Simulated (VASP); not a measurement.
Runs of VASP 6.6.1 on PbSe. The structure is that of space group P6_3/mmc (No. 194), or close to it. The cells are those of the table. 

| level | cell | k mesh | gap on the mesh (eV) | pressure (GPa) |
| --- | --- | --- | --- | --- |
| r2SCAN | a = 4.274, b = 4.274, c = 7.555 Å, angles 90.0, 90.0, 120.0°, 4 atoms | 12 × 12 × 4 | 0.12 | 0.0 |
| PBE | a = 4.351, b = 4.351, c = 7.651 Å, angles 90.0, 90.0, 120.0°, 4 atoms | 6 × 6 × 4 | 0.04 | -1.3 |
| PBE | a = 4.220, b = 4.220, c = 7.422 Å, angles 90.0, 90.0, 120.0°, 4 atoms | 6 × 6 × 4 | none | 3.2 |
| r2SCAN | a = 4.316, b = 4.316, c = 7.630 Å, angles 90.0, 90.0, 120.0°, 4 atoms | 6 × 6 × 4 | 0.23 | -1.4 |
| PBE | a = 4.393, b = 4.393, c = 7.725 Å, angles 90.0, 90.0, 120.0°, 4 atoms | 6 × 6 × 4 | 0.05 | (a) |
| r2SCAN | a = 4.186, b = 4.186, c = 7.401 Å, angles 90.0, 90.0, 120.0°, 4 atoms | 6 × 6 × 4 | - | 3.5 |
| r2SCAN | a = 4.357, b = 4.357, c = 7.703 Å, angles 90.0, 90.0, 120.0°, 4 atoms | 6 × 6 × 4 | 0.32 | -2.6 |
| PBE | a = 4.274, b = 4.274, c = 7.555 Å, angles 90.0, 90.0, 120.0°, 4 atoms | 12 × 12 × 4 | (b) | 0.9 |
| PBE | a = 4.265, b = 4.265, c = 7.500 Å, angles 90.0, 90.0, 120.0°, 4 atoms | 6 × 6 × 4 | none | 1.4 |
| r2SCAN | a = 4.274, b = 4.274, c = 7.555 Å, angles 90.0, 90.0, 120.0°, 4 atoms | 6 × 6 × 4 | 0.12 | 0.0 |
| r2SCAN | a = 4.230, b = 4.230, c = 7.479 Å, angles 90.0, 90.0, 120.0°, 4 atoms | 6 × 6 × 4 | none | 1.6 |
| PBE | a = 4.308, b = 4.308, c = 7.576 Å, angles 90.0, 90.0, 120.0°, 4 atoms | 6 × 6 × 4 | 0.08 | 0.0 |

Alike in all rows: task single point; potentials or basis VASP PAW PBE potentials, release 64 (Pb_d, Se); no spin polarisation; cutoff (eV) 520; smearing fermi-dirac 0.02 eV.

Q: Estimate the missing entries.

A: (a) -2.3; (b) 0.03.

Caveats: spin-orbit coupling is left out, which moves the levels of the heavy elements; the PAW data sets were made with another functional, which shifts forces and pressure a little (some runs).

A k mesh can miss the band edges, and the runs leave out spin-orbit coupling on Pb, Se.

A gap of «none» marks levels without a gap at the run's occupations.
